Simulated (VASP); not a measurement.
A run of VASP 6.6.1 is set up as follows.

The input INCAR:

```
ALGO     = Normal         # electronic algorithm
EDIFF    = 1E-6           # SCF threshold, eV
ENCUT    = 600            # plane-wave cutoff, eV
GGA      = PE             # functional
GGA_COMPAT= False        
ISIF     = 2              # what is computed and relaxed
ISMEAR   = 0              # smearing method
ISPIN    = 2              # spin polarisation
LASPH    = True           # aspherical terms in the spheres
LCHARG   = True           # write CHGCAR
LDAU     = True           # DFT+U
LDAUJ    = 0 0          
LDAUL    = 2 -1           # shell
LDAUPRINT= 1            
LDAUTYPE = 2            
LDAUU    = 4 0            # U, eV
LELF     = True           # ELF
LMAXMIX  = 4              # l up to which the mixer works
LORBIT   = 11             # projections on sites
LREAL    = False          # projectors in reciprocal space
LVHAR    = True         
LWAVE    = False          # write WAVECAR
MAGMOM   = 1 -1 0 0       # initial moments
NBANDS   = 29             # bands
NELM     = 200            # most SCF steps
PREC     = Accurate       # precision mode
SIGMA    = 0.01           # smearing width, eV
```

The input KPOINTS:

```
k-points
0
Gamma
  8 8 5
```

Contents of POSCAR:

```
CuO
1.0
    2.3420000000     -1.7115000000      0.0000000000
    2.3420000000      1.7115000000      0.0000000000
   -0.8500605740      0.0000000000      5.0580666287
Cu O
2 2
Direct
    0.0000000000      0.5000000000      0.0000000000
    0.5000000000      0.0000000000      0.5000000000
    0.5793437573      0.4206546693      0.2499822201
    0.4206562427      0.5793453307      0.7500177799
```

Potentials or basis: VASP PAW PBE potentials, release 64 (Cu, O).

Run with:

```sh
$ cat potpaw_PBE.64/Cu/POTCAR potpaw_PBE.64/O/POTCAR > POTCAR
$ mpirun -np 1 vasp_std > vasp.out
```

Question: What does it give for the pressure?

Answer: 4.0 GPa.

Question: Predict the largest force.

Answer: 0.007 eV/Å.

Question: What does it give for the net moment?

Answer: 0.00 μB per cell.

Question: What does it give for the site moments?

Answer: Cu +0.57, -0.57; O -0.00 μB.

Forces on the atoms (eV/Å):
```
Cu   0.000  0.000  0.000
Cu   0.000  0.000  0.000
O    0.000  0.007  0.002
O    0.000 -0.007 -0.002
```

Caveat: the cell stands under pressure.
